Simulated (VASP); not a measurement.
A run of VASP 6.6.1 is set up as follows.

Contents of INCAR:

```
SYSTEM = NaPt
PREC = Accurate
ENCUT = 520
EDIFF = 1E-7
ISMEAR = -1
SIGMA = 0.1
LREAL = .FALSE.
LASPH = .TRUE.
NELM = 100
ALGO = Normal
ISIF = 2
LWAVE = .FALSE.
LCHARG = .TRUE.
GGA = PS
LELF = .TRUE.
LVHAR = .TRUE.
NBANDS = 16
```

File KPOINTS:

```
Automatic mesh
0
G
  9 9 5
  0 0 0
```

File POSCAR:

```
NaPt
1.0
    2.7995815989      0.0000002835      0.0000000000
   -1.3997910449      2.4245086428      0.0000000000
    0.0000000000      0.0000000000      4.8016946248
Na Pt
1 1
Direct
    0.6666666667      0.3333333333      0.5000000000
    0.3333333333      0.6666666667      0.0000000000
```

Potentials or basis: VASP PAW PBE potentials, release 64 (Na_pv, Pt).

Run with:

```bash
$ cat potpaw_PBE.64/Na_pv/POTCAR potpaw_PBE.64/Pt/POTCAR > POTCAR
$ mpirun -np 1 vasp_std > vasp.out
```

(1) Predict the pressure.

## Answers

(1) 0.0 GPa.

Caveat: the PAW data sets were made with another functional, which shifts forces and pressure a little.
